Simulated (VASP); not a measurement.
# VH2 (R3m) in VASP: electric field gradients with LDA

Aim: the electric field gradients of VH2 with LDA.

All numbers are computed with VASP 6.6.1; they aren't measurements. Logs are shortened: lines on timing, memory, paths and dates and some standing lists are left out, and cuts for length are marked.

**1. The cell of the first run**

It takes space group R3m (No. 160, trigonal). The conventional cell has a = 3.020 Å, b = 3.020 Å, c = 7.398 Å, α = 90.00°, β = 90.00°, γ = 120.00°. Within 2.4 Å of V (site symmetry 3m) lie 8 H at 1.80 to 1.94 Å. H (site symmetry 3m) has 4 V at 1.82 to 1.94 Å and 6 H at 2.11 to 2.16 Å within 2.4 Å. Within 2.4 Å of H (site symmetry 3m) lie 4 V at 1.80 to 1.87 Å and 6 H at 2.11 to 2.16 Å.

**2. Electric field gradients, LDA, collinear spin, ferromagnetic start (shortest bond scaled by 1.05)**

The input, INCAR:

```
ALGO     = Normal         # electronic algorithm
EDIFF    = 1E-8           # SCF threshold, eV
ENCUT    = 520            # plane-wave cutoff, eV
ISIF     = 2              # what is computed and relaxed
ISMEAR   = -1             # smearing method
ISPIN    = 2              # spin polarisation
LASPH    = True           # aspherical terms in the spheres
LCHARG   = False          # write CHGCAR
LEFG     = True         
LMAXMIX  = 4              # l up to which the mixer works
LORBIT   = 11             # projections on sites
LREAL    = False          # projectors in reciprocal space
LWAVE    = False          # write WAVECAR
MAGMOM   = 1.5 0 0        # initial moments
NBANDS   = 18             # bands
NELM     = 150            # most SCF steps
PREC     = Accurate       # precision mode
SIGMA    = 0.05           # smearing width, eV
```

The input, KPOINTS:

```
k-points
0
Gamma
  11 11 11
```

The input, POSCAR:

```
VH2
1.0
    0.0000000000      2.1355000000      2.1355000000
    2.1355000000      0.0000000000      2.1355000000
    2.1355000000      2.1355000000      0.0000000000
V H
1 2
Direct
    0.0187500000     -0.0062500000     -0.0062500000
    0.2312500000      0.2562500000      0.2562500000
    0.7500000000      0.7500000000      0.7500000000
```

Potentials or basis: VASP PAW LDA potentials, release 64 (V_sv, H).

On the command line:

```console
cat potpaw_LDA.64/V_sv/POTCAR potpaw_LDA.64/H/POTCAR > POTCAR
mpirun -np 1 vasp_std > vasp.out
```

OUTCAR:

```text
EDIFF = 1E-8
   ENCUT = 520
   ISIF = 2
   ISMEAR = -1
   ISPIN = 2
   LASPH = True
   LORBIT = 11
   LREAL = False
   NELM = 150
   PREC = Accurate

 ion  position               nearest neighbor table
   1  0.019  0.994  0.994-   3 1.80   2 1.82   2 1.82   2 1.82   3 1.87   3 1.87   3 1.87
   2  0.231  0.256  0.256-   1 1.82   1 1.82   1 1.82
   3  0.750  0.750  0.750-   1 1.80   1 1.87   1 1.87   1 1.87

  LATTYP: Found a face centered cubic cell.
 ALAT       =     4.2710000000

  Lattice vectors:

 A1 = (   0.0000000000,   2.1355000000,   2.1355000000)
 A2 = (   2.1355000000,   0.0000000000,   2.1355000000)
 A3 = (   2.1355000000,   2.1355000000,   0.0000000000)

Analysis of symmetry for initial positions (statically):
=====================================================================
 Subroutine PRICEL returns:
 Original cell was already a primitive cell.

 Routine SETGRP: Setting up the symmetry group for a
 face centered cubic supercell.

 Subroutine GETGRP returns: Found  6 space group operations
 (whereof  6 operations were pure point group operations)
 out of a pool of 48 trial point group operations.

The static configuration has the point symmetry C_3v.

Analysis of symmetry for dynamics (positions and initial velocities):
=====================================================================
 Subroutine PRICEL returns:
 Original cell was already a primitive cell.

 Routine SETGRP: Setting up the symmetry group for a
 face centered cubic supercell.

 Subroutine GETGRP returns: Found  6 space group operations
 (whereof  6 operations were pure point group operations)
 out of a pool of 48 trial point group operations.

The dynamic configuration has the point symmetry C_3v.

Analysis of structural, dynamic, and magnetic symmetry:
=====================================================================
 Subroutine PRICEL returns:
 Original cell was already a primitive cell.

 Routine SETGRP: Setting up the symmetry group for a
 face centered cubic supercell.

 Subroutine GETGRP returns: Found  6 space group operations
 (whereof  6 operations were pure point group operations)
 out of a pool of 48 trial point group operations.

The overall configuration has the point symmetry C_3v.

 Subroutine INISYM returns: Found  6 space group operations
 (whereof  6 operations are pure point group operations),
 and found     1 'primitive' translations

----------------------------------------------------------------------------------------

                                     Primitive cell

  volume of cell :      19.4773

  direct lattice vectors                    reciprocal lattice vectors
     0.000000000  2.135500000  2.135500000    -0.234137204  0.234137204  0.234137204
     2.135500000  0.000000000  2.135500000     0.234137204 -0.234137204  0.234137204
     2.135500000  2.135500000  0.000000000     0.234137204  0.234137204 -0.234137204

  length of vectors
     3.020053062  3.020053062  3.020053062     0.405537534  0.405537534  0.405537534

  position of ions in fractional coordinates (direct lattice)
     0.018750000  0.993750000  0.993750000
     0.231250000  0.256250000  0.256250000
     0.750000000  0.750000000  0.750000000

  ion indices of the primitive-cell ions
   primitive index   ion index
                 1           1
                 2           2
                 3           3

----------------------------------------------------------------------------------------

 KPOINTS: k-points

Automatic generation of k-mesh.
 Grid dimensions read from file:
 generate k-points for:   11   11   11

[... 62 lines left out ...]
   NELM   =    150;   NELMIN=  2; NELMDL= -5     # of ELM steps
   EDIFF  = 0.1E-07   stopping-criterion for ELM
   LREAL  =      F    real-space projection
   EDIFFG = 0.1E-06   stopping-criterion for IOM
   NSW    =      0    number of steps for IOM
   IBRION =     -1    ionic relax: 0-MD 1-quasi-New 2-CG
   NFREE  =      0    steps in history (QN), initial steepest desc. (CG)
   ISIF   =      2    stress and relaxation
   ISYM   =      2    0-nonsym 1-usesym 2-fastsym
   POTIM  = 0.5000    time-step for ionic-motion
   TEBEG  =    0.0;   TEEND  =   0.0 temperature during run
   PSTRESS=    0.0 pullay stress
   NELECT =      15.0000    total number of electrons
   NUPDOWN=      -1.0000    fix difference up-down
   EMIN   =  10.00;   EMAX   =-10.00  energy-range for DOS
   EFERMI =   0.00;   METHOD = LEGACY
   ISMEAR =    -1;   SIGMA  =   0.05  broadening in eV -4-tet -1-fermi 0-gaus
   EFERMI_NEDOS =   21; number of points for ismear=-14 and -15
   IALGO  =     38    algorithm
   IMIX   =      4    mixing-type and parameters
     AMIX     =   0.40;   BMIX     =  1.00
     AMIX_MAG =   1.60;   BMIX_MAG =  1.00
  volume/ion in A,a.u.               =       6.49        43.81
  Fermi-wavevector in a.u.,A,eV,Ry     =   1.500591  2.835706 30.637237  2.251773
  Thomas-Fermi vector in A             =   2.612072
   LORBIT       =     11    0 simple, 1 ext, 2 COOP (PROOUT), +10 PAW based schemes
   GGA     = CA    functional components
   LHFCALC =     F    Hartree Fock is set to
   AEXX    =    0.0000 exact exchange contribution
   IVDW    =     0    specifies the selected vdW correction
   LEPSILON=     F    determine dielectric tensor
   LRPA    =     F    only Hartree local field effects (RPA)
 spin polarized calculation
  energy-cutoff  :      520.00
  volume of cell :       19.48
 maximum number of plane-waves:       534
   NGX = 11   NGY = 11   NGZ = 11

 number of electron      14.9999999 magnetization       0.0004722

 number of electron      14.9999999 magnetization      -0.0000757

 Free energy of the ion-electron system (eV)
  ---------------------------------------------------
  ext. energy  EPLUGINS =         0.00000000
  ---------------------------------------------------
  free energy    TOTEN  =       -17.77538270 eV

  energy without entropy =      -17.76295422  energy(sigma->0) =      -17.76916846

 E-fermi :   7.8335     XC(G=0): -12.4188

 val. band max:        7.8225048366   @ k =   0.2727   0.0909  -0.3636
 cond. band min:       7.8418105651   @ k =   0.0909  -0.2727   0.2727
 fundamental gap:      0.0193057285
 Fermi energy:         7.8334594720

 spin component 1

 k-point     1 :       0.0000    0.0000    0.0000
  band No.  band energies     occupation
      1     -55.9561      1.00000
      2     -30.0754      1.00000
      3     -30.0754      1.00000
      4     -30.0711      1.00000
      5      -3.3592      1.00000
      6       6.7463      1.00000
[... 493 lines left out ...]
     17      26.8892      0.00000
     18      33.4258      0.00000

 [... further k-points ...]

 spin component 2

 k-point     1 :       0.0000    0.0000    0.0000
  band No.  band energies     occupation
      1     -55.9561      1.00000
      2     -30.0755      1.00000
      3     -30.0755      1.00000
      4     -30.0711      1.00000
      5      -3.3593      1.00000
      6       6.7462      1.00000
[... 493 lines left out ...]
     17      26.8892      0.00000
     18      33.4258      0.00000

 [... further k-points ...]
[... 5 lines left out ...]
  --------------------------------------------------------------------------------------
  -------------------------------------------------------------------------------------
  Total       -1.8932673     -1.8932673     -1.8932673      0.0519422     -0.0519422      0.0519422
  in kB     -155.7377161   -155.7377161   -155.7377161      4.2726955     -4.2726955      4.2726955
  external PRESSURE =    -155.7377161 kB  Pullay stress =       0.0000000 kB

 VOLUME and BASIS-vectors are now :
 -----------------------------------------------------------------------------
  energy-cutoff  :      520.00
  volume of cell :       19.48
      direct lattice vectors                 reciprocal lattice vectors
     0.000000000  2.135500000  2.135500000    -0.234137204  0.234137204  0.234137204
     2.135500000  0.000000000  2.135500000     0.234137204 -0.234137204  0.234137204
     2.135500000  2.135500000  0.000000000     0.234137204  0.234137204 -0.234137204

 POSITION                                       TOTAL-FORCE (eV/Angst)
 -----------------------------------------------------------------------------------
      4.24431      2.16219      2.16219         0.305298     -0.305298     -0.305298
      1.09444      1.04106      1.04106        -0.202043      0.202043      0.202043
      3.20325      3.20325      3.20325        -0.103255      0.103255      0.103255
 -----------------------------------------------------------------------------------
    total drift:                               -0.000090      0.000090      0.000090

  FREE ENERGIE OF THE ION-ELECTRON SYSTEM (eV)
  ---------------------------------------------------
  free  energy   TOTEN  =       -17.7753827021 eV

  energy  without entropy=      -17.7629542160  energy(sigma->0) =      -17.76916846

 Electric field gradients (V/A^2)
---------------------------------------------------------------------
 ion       V_xx      V_yy      V_zz      V_xy      V_xz      V_yz
---------------------------------------------------------------------
   1      -0.000     0.000     0.000    -2.018    -2.018     2.014
   2      -0.001     0.000     0.000     1.356     1.356    -1.356
   3       0.000    -0.000    -0.000    -0.730    -0.730     0.731
---------------------------------------------------------------------

 Electric field gradients after diagonalization (V/A^2)
 (convention: |V_zz| > |V_xx| > |V_yy|)
----------------------------------------------------------------------
 ion       V_xx      V_yy      V_zz     asymmetry (V_yy - V_xx)/ V_zz
----------------------------------------------------------------------
   1      -2.019    -2.014     4.033       0.001
   2       1.356     1.356    -2.712       0.000
   3      -0.731    -0.729     1.460       0.001
----------------------------------------------------------------------

           NMR quadrupolar parameters

 Cq : quadrupolar parameter    Cq=e*Q*V_zz/h
 eta: asymmetry parameters     (V_yy - V_xx)/ V_zz
 Q  : nuclear electric quadrupole moment in mb (millibarn)
----------------------------------------------------------------------
 ion       Cq(MHz)       eta       Q (mb)
----------------------------------------------------------------------
   1       0.010       0.001       1.000
   2      -0.007       0.000       1.000
   3       0.004       0.001       1.000
----------------------------------------------------------------------

 total charge

# of ion       s       p       d       tot
------------------------------------------
    1        2.213   6.215   3.185  11.613
    2        0.557   0.027   0.000   0.584
    3        0.557   0.026   0.000   0.583
--------------------------------------------------
tot          3.327   6.268   3.185  12.780

 magnetization (x)

# of ion       s       p       d       tot
------------------------------------------
    1        0.000   0.000  -0.000  -0.000
    2       -0.000  -0.000   0.000  -0.000
    3       -0.000  -0.000   0.000  -0.000
--------------------------------------------------
tot         -0.000   0.000  -0.000  -0.000
```

Run time: 56 s. Hardware: 1 thread of Intel Xeon Platinum 8259CL at 2.50GHz (Skylake/Cascade Lake), shared host; peak memory 0.19 GiB.

What came out:

| Property | Result |
| --- | --- |
| Free energy | -17.7754 eV |
| Pressure | -15.6 GPa |
| Largest force | 0.529 eV/Å |
| Net moment | 0.00 μB per cell |
| Largest electric field gradient by atom | V +4.0; H -2.7, +1.5 V/Å² |
| Valence electrons inside the program's atomic spheres | V 11.61; H 0.58 |

Forces in eV/Å, atoms in the order of the input:
```
V    0.305 -0.305 -0.305
H   -0.202  0.202  0.202
H   -0.103  0.103  0.103
```

Levels at points of the mesh, in eV from the Fermi level:
Spin up:
| k point | band 6 | band 7 | band 8 | band 9 | band 10 | band 11 |
| --- | --- | --- | --- | --- | --- | --- |
| (0.00, 0.00, 0.00) | -1.09 | -0.97 | -0.97 | 0.72 | 0.72 | 1.53 |
Spin down:
```tsv
k point	band 4	band 5	band 6	band 7	band 8	band 9	band 10	band 11	band 12	band 13
(0.00, 0.00, 0.00)	-37.90	-11.19	-1.09	-0.97	-0.97	0.72	0.72	1.53	15.86	17.06
```

Electric field gradients, principal values (V/Å²):
```
atom   least  middle  greatest (by size)
 1 V  -2.014  -2.019               4.033
 2 H   1.356   1.356              -2.712
 3 H  -0.729  -0.731               1.460
```

Caveat: the cell differs from its parent crystal (shortest bond scaled by 1.05); the cell stands under tension; without QUAD_EFG the Cq values of the log hold for a quadrupole moment of 1 mb, not for the nuclei.
